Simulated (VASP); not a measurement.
# KTaO3 (Pm-3m) in VASP: a series of runs

Runs on KTaO3. Level: r2SCAN. Tasks: single point.

All numbers are computed with VASP 6.6.1; they aren't measurements. Logs are shortened: lines on timing, memory, paths and dates and some standing lists are left out, and cuts for length are marked.

### 1 The cell of the first run

It takes space group Pm-3m (No. 221, cubic). The conventional cell has a = 3.988 Å, b = 3.988 Å, c = 3.988 Å, α = 90.00°, β = 90.00°, γ = 90.00°. K (site symmetry m-3m) has 12 O at 2.82 Å and 8 Ta at 3.45 Å within 3.7 Å. Ta (site symmetry m-3m) has 6 O at 1.99 Å within 2.6 Å. Within 2.6 Å of O (site symmetry 4/mmm) lie 2 Ta at 1.99 Å.

### 2 Single point, r2SCAN

Contents of POSCAR:

```
KTaO3
1.0
    3.9882991392      0.0000000000      0.0000000000
    0.0000000000      3.9882991392      0.0000000000
    0.0000000000      0.0000000000      3.9882991392
K Ta O
1 1 3
Direct
    0.0000000000      0.0000000000      0.0000000000
    0.5000000000      0.5000000000      0.5000000000
    0.0000000000      0.5000000000      0.5000000000
    0.5000000000      0.5000000000      0.0000000000
    0.5000000000      0.0000000000      0.5000000000
```

Contents of INCAR.step1:

```
ALGO = Normal ; EDIFF = 1E-4
ENCUT = 520 ; GGA = PE
ISMEAR = 0 ; LASPH = T
LCHARG = F ; LREAL = F
LWAVE = T ; NBANDS = 27
NELM = 80 ; PREC = Accurate
SIGMA = 0.05
```

Contents of INCAR.step2:

```
ALGO = Normal ; EDIFF = 1E-7
ENCUT = 520 ; ISIF = 2
ISMEAR = 0 ; ISTART = 1
LASPH = T ; LCHARG = T
LELF = T ; LMIXTAU = T
LREAL = F ; LVHAR = T
LWAVE = F ; METAGGA = R2SCAN
NBANDS = 27 ; NELM = 80
PREC = Accurate ; SIGMA = 0.05
```

Contents of KPOINTS:

```
k-points
0
Gamma
  8 8 8
```

Potentials or basis: VASP PAW PBE potentials, release 64 (K_sv, Ta_pv, O).

Started as:

```bash
> cat potpaw_PBE.64/K_sv/POTCAR potpaw_PBE.64/Ta_pv/POTCAR potpaw_PBE.64/O/POTCAR > POTCAR
> cp INCAR.step1 INCAR
> mpirun -np 1 vasp_std > vasp.out
> cp INCAR.step2 INCAR
> mpirun -np 1 vasp_std > vasp.out
```

OUTCAR:

```text
EDIFF = 1E-7
   ENCUT = 520
   ISIF = 2
   ISMEAR = 0
   ISTART = 1
   LASPH = T
   LREAL = F
   METAGGA = R2SCAN
   NELM = 80
   PREC = Accurate

 ion  position               nearest neighbor table
   1  0.000  0.000  0.000-   3 2.82   4 2.82   5 2.82   3 2.82   5 2.82   3 2.82   4 2.82   3 2.82
                             4 2.82   5 2.82   5 2.82   4 2.82   2 3.45   2 3.45   2 3.45   2 3.45
   2  0.500  0.500  0.500-   3 1.99   4 1.99   5 1.99   4 1.99   5 1.99   3 1.99   1 3.45   1 3.45
                             1 3.45   1 3.45   1 3.45   1 3.45   1 3.45   1 3.45
   3  0.000  0.500  0.500-   2 1.99   2 1.99   1 2.82   1 2.82   1 2.82   1 2.82
   4  0.500  0.500  0.000-   2 1.99   2 1.99   1 2.82   1 2.82   1 2.82   1 2.82
   5  0.500  0.000  0.500-   2 1.99   2 1.99   1 2.82   1 2.82   1 2.82   1 2.82

  LATTYP: Found a simple cubic cell.
 ALAT       =     3.9882991392

  Lattice vectors:

 A1 = (   3.9882991392,   0.0000000000,   0.0000000000)
 A2 = (   0.0000000000,   3.9882991392,   0.0000000000)
 A3 = (   0.0000000000,   0.0000000000,   3.9882991392)

Analysis of symmetry for initial positions (statically):
=====================================================================
 Subroutine PRICEL returns:
 Original cell was already a primitive cell.

 Routine SETGRP: Setting up the symmetry group for a
 simple cubic supercell.

 Subroutine GETGRP returns: Found 48 space group operations
 (whereof 48 operations were pure point group operations)
 out of a pool of 48 trial point group operations.

The static configuration has the point symmetry O_h .

Analysis of symmetry for dynamics (positions and initial velocities):
=====================================================================
 Subroutine PRICEL returns:
 Original cell was already a primitive cell.

 Routine SETGRP: Setting up the symmetry group for a
 simple cubic supercell.

 Subroutine GETGRP returns: Found 48 space group operations
 (whereof 48 operations were pure point group operations)
 out of a pool of 48 trial point group operations.

The dynamic configuration has the point symmetry O_h .

 Subroutine INISYM returns: Found 48 space group operations
 (whereof 48 operations are pure point group operations),
 and found     1 'primitive' translations

----------------------------------------------------------------------------------------

                                     Primitive cell

  volume of cell :      63.4400

  direct lattice vectors                    reciprocal lattice vectors
     3.988299139  0.000000000  0.000000000     0.250733449  0.000000000  0.000000000
     0.000000000  3.988299139  0.000000000     0.000000000  0.250733449  0.000000000
     0.000000000  0.000000000  3.988299139     0.000000000  0.000000000  0.250733449

  length of vectors
     3.988299139  3.988299139  3.988299139     0.250733449  0.250733449  0.250733449

  position of ions in fractional coordinates (direct lattice)
     0.000000000  0.000000000  0.000000000
     0.500000000  0.500000000  0.500000000
     0.000000000  0.500000000  0.500000000
     0.500000000  0.500000000  0.000000000
     0.500000000  0.000000000  0.500000000

  ion indices of the primitive-cell ions
   primitive index   ion index
                 1           1
                 2           2
                 3           3
                 4           4
                 5           5

----------------------------------------------------------------------------------------

 KPOINTS: k-points

Automatic generation of k-mesh.
 Grid dimensions read from file:
 generate k-points for:    8    8    8

 Generating k-lattice:

  Cartesian coordinates                     Fractional coordinates (reciprocal lattice)
     0.031341681  0.000000000  0.000000000     0.125000000  0.000000000  0.000000000
     0.000000000  0.031341681  0.000000000     0.000000000  0.125000000  0.000000000
     0.000000000  0.000000000  0.031341681     0.000000000  0.000000000  0.125000000

  Length of vectors
     0.031341681  0.031341681  0.031341681

  Shift w.r.t. Gamma in fractional coordinates (k-lattice)
     0.000000000  0.000000000  0.000000000

 Subroutine IBZKPT returns following result:
 ===========================================

 Found     35 irreducible k-points:

 Following reciprocal coordinates:
            Coordinates               Weight
  0.000000  0.000000  0.000000      1.000000
  0.125000  0.000000  0.000000      6.000000
  0.250000  0.000000  0.000000      6.000000
  0.375000  0.000000  0.000000      6.000000
  0.500000  0.000000  0.000000      3.000000
  0.125000  0.125000  0.000000     12.000000
[... 16 lines left out ...]
  0.375000  0.375000  0.125000     24.000000
  0.500000  0.375000  0.125000     24.000000
 [... further k-points ...]
   k-points           NKPTS =     35   k-points in BZ     NKDIM =     35   number of bands    NBANDS=     27
   number of dos      NEDOS =    301   number of ions     NIONS =      5
   total plane-waves  NPLWV =  27000
   dimension x,y,z NGX =    30 NGY =   30 NGZ =   30
   dimension x,y,z NGXF=    60 NGYF=   60 NGZF=   60
   ions per type =               1   1   3
   NGX,Y,Z   is equivalent  to a cutoff of  12.51, 12.51, 12.51 a.u.
   NGXF,Y,Z  is equivalent  to a cutoff of  25.01, 25.01, 25.01 a.u.
 SYSTEM =  unknown system
   PREC   = accura    normal or accurate (medium, high low for compatibility)
   ISTART =      1    job   : 0-new  1-cont  2-samecut
   ICHARG =      0    charge: 1-file 2-atom 10-const
   ISPIN  =      1    spin polarized calculation?
   LNONCOLLINEAR =      F non collinear calculations
   LSORBIT =      F    spin-orbit coupling
   LASPH  =      T    aspherical Exc in radial PAW
   ENCUT  =  520.0 eV  38.22 Ry    6.18 a.u.   7.42  7.42  7.42*2*pi/ulx,y,z
   NELM   =     80;   NELMIN=  2; NELMDL=  0     # of ELM steps
   EDIFF  = 0.1E-06   stopping-criterion for ELM
   LREAL  =      F    real-space projection
   EDIFFG = 0.1E-05   stopping-criterion for IOM
   NSW    =      0    number of steps for IOM
   IBRION =     -1    ionic relax: 0-MD 1-quasi-New 2-CG
   NFREE  =      0    steps in history (QN), initial steepest desc. (CG)
   ISIF   =      2    stress and relaxation
   ISYM   =      2    0-nonsym 1-usesym 2-fastsym
   POTIM  = 0.5000    time-step for ionic-motion
   TEBEG  =    0.0;   TEEND  =   0.0 temperature during run
   PSTRESS=    0.0 pullay stress
   NELECT =      38.0000    total number of electrons
   NUPDOWN=      -1.0000    fix difference up-down
   EMIN   =  10.00;   EMAX   =-10.00  energy-range for DOS
   EFERMI =   0.00;   METHOD = LEGACY
   ISMEAR =     0;   SIGMA  =   0.05  broadening in eV -4-tet -1-fermi 0-gaus
   EFERMI_NEDOS =   21; number of points for ismear=-14 and -15
   IALGO  =     38    algorithm
   IMIX   =      4    mixing-type and parameters
     AMIX     =   0.40;   BMIX     =  1.00
     AMIX_MAG =   1.60;   BMIX_MAG =  1.00
  volume/ion in A,a.u.               =      12.69        85.62
  Fermi-wavevector in a.u.,A,eV,Ry     =   1.380008  2.607837 25.911240  1.904422
  Thomas-Fermi vector in A             =   2.504925
   LORBIT       =      0    0 simple, 1 ext, 2 COOP (PROOUT), +10 PAW based schemes
   METAGGA = R2SCAN    functional components
   LHFCALC =     F    Hartree Fock is set to
   AEXX    =    0.0000 exact exchange contribution
   IVDW    =     0    specifies the selected vdW correction
   LEPSILON=     F    determine dielectric tensor
   LRPA    =     F    only Hartree local field effects (RPA)
 non-spin polarized calculation
 Gauss-broadening in eV      SIGMA  =   0.05
  energy-cutoff  :      520.00
  volume of cell :       63.44
 maximum number of plane-waves:      1743
 NGX is ok and might be reduce to    30
   NGX = 15   NGY = 15   NGZ = 15

 number of electron      37.9999976 magnetization

 Free energy of the ion-electron system (eV)
  ---------------------------------------------------
  ext. energy  EPLUGINS =         0.00000000
  ---------------------------------------------------
  free energy    TOTEN  =       -87.16269705 eV

  energy without entropy =      -87.16269705  energy(sigma->0) =      -87.16269705

 E-fermi :   1.6748     XC(G=0): -11.5575

 val. band max:        1.4194627107   @ k =   0.5000   0.5000   0.5000
 cond. band min:       4.0184480592   @ k =   0.0000   0.0000   0.0000
 fundamental gap:      2.5989853485
 Fermi energy:         1.6748412833

 k-point     1 :       0.0000    0.0000    0.0000
  band No.  band energies     occupation
      1     -33.8587      2.00000
      2     -33.8587      2.00000
      3     -33.8587      2.00000
      4     -27.0302      2.00000
      5     -17.1325      2.00000
      6     -16.4641      2.00000
[... 19 lines left out ...]
     26      10.0524      0.00000
     27      10.0524      0.00000

 k-point     2 :       0.1250    0.0000    0.0000
  band No.  band energies     occupation
      1     -33.8736      2.00000
      2     -33.8582      2.00000
      3     -33.8581      2.00000
      4     -27.0262      2.00000
      5     -17.0861      2.00000
      6     -16.4607      2.00000
[... 19 lines left out ...]
     26      10.2587      0.00000
     27      10.2822      0.00000

 k-point     3 :       0.2500    0.0000    0.0000
  band No.  band energies     occupation
      1     -33.9095      2.00000
      2     -33.8569      2.00000
      3     -33.8569      2.00000
      4     -27.0165      2.00000
      5     -17.0320      2.00000
      6     -16.4530      2.00000
[... 19 lines left out ...]
     26      10.7753      0.00000
     27      11.1157      0.00000

 k-point     4 :       0.3750    0.0000    0.0000
  band No.  band energies     occupation
      1     -33.9449      2.00000
      2     -33.8557      2.00000
      3     -33.8557      2.00000
      4     -27.0069      2.00000
      5     -17.0253      2.00000
      6     -16.4455      2.00000
[... 19 lines left out ...]
     26      11.3257      0.00000
     27      12.4892      0.00000

 k-point     5 :       0.5000    0.0000    0.0000
  band No.  band energies     occupation
      1     -33.9595      2.00000
      2     -33.8551      2.00000
      3     -33.8551      2.00000
      4     -27.0029      2.00000
      5     -17.0294      2.00000
      6     -16.4419      2.00000
[... 19 lines left out ...]
     26      11.5669      0.00000
     27      12.6518      0.00000

 k-point     6 :       0.1250    0.1250    0.0000
  band No.  band energies     occupation
      1     -33.8733      2.00000
      2     -33.8729      2.00000
      3     -33.8577      2.00000
      4     -27.0225      2.00000
      5     -17.0291      2.00000
      6     -16.4091      2.00000
[... 444 lines left out ...]
      1     -33.9421      2.00000
      2     -33.9055      2.00000
      3     -33.8687      2.00000
      4     -26.9967      2.00000
      5     -16.6610      2.00000
      6     -16.1019      2.00000
[... 19 lines left out ...]
     26      12.1126      0.00000
     27      12.6406      0.00000

 k-point    22 :       0.5000    0.2500    0.1250
  band No.  band energies     occupation
      1     -33.9566      2.00000
      2     -33.9049      2.00000
      3     -33.8682      2.00000
      4     -26.9939      2.00000
      5     -16.6506      2.00000
      6     -16.0989      2.00000
[... 19 lines left out ...]
     26      12.3209      0.00000
     27      12.7704      0.00000

 k-point    23 :       0.3750    0.3750    0.1250
  band No.  band energies     occupation
      1     -33.9407      2.00000
      2     -33.9404      2.00000
      3     -33.8675      2.00000
      4     -26.9912      2.00000
      5     -16.5778      2.00000
      6     -15.7676      2.00000
[... 19 lines left out ...]
     26      12.5072      0.00000
     27      12.7840      0.00000

 k-point    24 :       0.5000    0.3750    0.1250
  band No.  band energies     occupation
      1     -33.9549      2.00000
      2     -33.9399      2.00000
      3     -33.8669      2.00000
      4     -26.9889      2.00000
      5     -16.5571      2.00000
      6     -15.7466      2.00000
[... 19 lines left out ...]
     26      12.8227      0.00000
     27      12.9083      0.00000

 [... further k-points ...]
[... 5 lines left out ...]
  --------------------------------------------------------------------------------------
  -------------------------------------------------------------------------------------
  Total        0.4819670      0.4819670      0.4819670      0.0000000      0.0000000     -0.0000000
  in kB       12.1720787     12.1720787     12.1720787      0.0000000      0.0000000     -0.0000000
  external PRESSURE =      12.1720787 kB  Pullay stress =       0.0000000 kB

 VOLUME and BASIS-vectors are now :
 -----------------------------------------------------------------------------
  energy-cutoff  :      520.00
  volume of cell :       63.44
      direct lattice vectors                 reciprocal lattice vectors
     3.988299139  0.000000000  0.000000000     0.250733449  0.000000000  0.000000000
     0.000000000  3.988299139  0.000000000     0.000000000  0.250733449  0.000000000
     0.000000000  0.000000000  3.988299139     0.000000000  0.000000000  0.250733449

 POSITION                                       TOTAL-FORCE (eV/Angst)
 -----------------------------------------------------------------------------------
      0.00000      0.00000      0.00000         0.000000      0.000000      0.000000
      1.99415      1.99415      1.99415         0.000000      0.000000      0.000000
      0.00000      1.99415      1.99415         0.000000      0.000000      0.000000
      1.99415      1.99415      0.00000         0.000000      0.000000      0.000000
      1.99415      0.00000      1.99415         0.000000      0.000000      0.000000
 -----------------------------------------------------------------------------------
    total drift:                                0.000000      0.000000     -0.000000

  FREE ENERGIE OF THE ION-ELECTRON SYSTEM (eV)
  ---------------------------------------------------
  free  energy   TOTEN  =       -87.1626970522 eV

  energy  without entropy=      -87.1626970522  energy(sigma->0) =      -87.16269705
```

It took 6.8 min on 1 thread of Intel Xeon 8259CL, shared host; peak memory 0.21 GiB.

What came out:

```
Free energy            : -87.1627 eV
Pressure               : 1.2 GPa
Band gap on the k mesh : 2.60 eV (least direct gap 3.25 eV)
```

Caveat: the PAW data sets were made with another functional, which shifts forces and pressure a little; spin-orbit coupling is left out, which moves the levels of the heavy elements.

### 3 Single point, r2SCAN

POSCAR is that of step 2.

Contents of INCAR.step1:

```
PREC     = Accurate       # precision mode
ENCUT    = 520            # plane-wave cutoff, eV
ISMEAR   = -5             # smearing method
SIGMA    = 0.1            # smearing width, eV
LREAL    = False          # projectors in reciprocal space
LASPH    = True           # aspherical terms in the spheres
NELM     = 60             # most SCF steps
NBANDS   = 27             # bands
GGA      = PE             # functional
ALGO     = Normal         # electronic algorithm
EDIFF    = 1E-4           # SCF threshold, eV
LWAVE    = True           # write WAVECAR
LCHARG   = False          # write CHGCAR
```

Contents of INCAR.step2:

```
PREC     = Accurate       # precision mode
ENCUT    = 520            # plane-wave cutoff, eV
EDIFF    = 1E-7           # SCF threshold, eV
ISMEAR   = -5             # smearing method
SIGMA    = 0.1            # smearing width, eV
LREAL    = False          # projectors in reciprocal space
LASPH    = True           # aspherical terms in the spheres
NELM     = 60             # most SCF steps
ALGO     = Normal         # electronic algorithm
ISIF     = 2              # what is computed and relaxed
LWAVE    = False          # write WAVECAR
LCHARG   = True           # write CHGCAR
METAGGA  = R2SCAN         # meta-GGA
LMIXTAU  = True         
LELF     = True           # ELF
LVHAR    = True         
NBANDS   = 27             # bands
ISTART   = 1
```

Contents of KPOINTS:

```
Automatic mesh
0
Gamma
  8 8 8
  0.5 0.5 0.5
```

Potentials or basis: VASP PAW PBE potentials, release 64 (K_sv, Ta_pv, O).

Started as:

```bash
> cat potpaw_PBE.64/K_sv/POTCAR potpaw_PBE.64/Ta_pv/POTCAR potpaw_PBE.64/O/POTCAR > POTCAR
> cp INCAR.step1 INCAR
> mpirun -np 1 vasp_std > vasp.out
> cp INCAR.step2 INCAR
> mpirun -np 1 vasp_std > vasp.out
```

It took 4.1 min on 1 thread of Intel Xeon 8259CL, shared host; peak memory 0.19 GiB.

Results (log left out):

| Property | Result |
| --- | --- |
| Free energy | -87.1628 eV |
| Pressure | 1.2 GPa |
| Band gap on the k mesh | 2.87 eV (least direct gap 3.60 eV) |

Levels at points of the mesh, in eV from the valence-band top:
```
           k point  band 15  band 16  band 17  band 18  band 19  band 20  band 21  band 22  band 23  band 24
(0.06, 0.06, 0.06)    -1.26    -1.01    -0.88    -0.74    -0.74     2.87     2.91     2.91     7.39     7.39
```

Caveat: the PAW data sets were made with another functional, which shifts forces and pressure a little; spin-orbit coupling is left out, which moves the levels of the heavy elements; a shifted mesh leaves out Γ, where band edges can lie. A k mesh can miss the band edges.
